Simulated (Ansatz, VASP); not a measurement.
## Two plane-wave programs on BaH

```
CELL_PARAMETERS angstrom
-1.97559 3.59872 3.66270
1.97559 -3.59872 3.66270
1.97559 3.59872 -3.66270
ATOMIC_POSITIONS crystal
Ba 0.00000 0.50000 0.50000
Ba 0.50000 0.50000 0.00000
H 0.36903 0.11903 0.25000
H 0.63097 0.88097 0.75000
```

Alike in both runs: functional PBE; k mesh 14 × 14 × 14; occupations gaussian, width 0.1 eV; no spin polarisation.

Ansatz relaxed the structure, and its values are those at the end. VASP's run is a single point on that final structure, the one shown.

|  | VASP | Ansatz |
| --- | --- | --- |
| version | VASP 6.6.1 | Ansatz 0.2.0 |
| potentials or method | VASP PAW PBE potentials, release 64 (Ba_sv, H), cutoff 520 eV | scalar-relativistic, plane waves, PAW |
| valence electrons in the cell | 22 | 22 |

|  | VASP | Ansatz | Ansatz less VASP |
| --- | --- | --- | --- |
| gap on the k mesh at the Fermi level (eV) | none | none | - |
| pressure (GPa) | 0.4 | 0.0 | -0.44 |
| rms of the force components (eV/Å) | 0.004 | 0.000 | -0.0042 |

A gap of «none» marks a metal or a gap that the smearing closes. The functional is the same, so the differences come from potentials, cutoffs and numerics.

Neither program's run includes spin-orbit coupling.
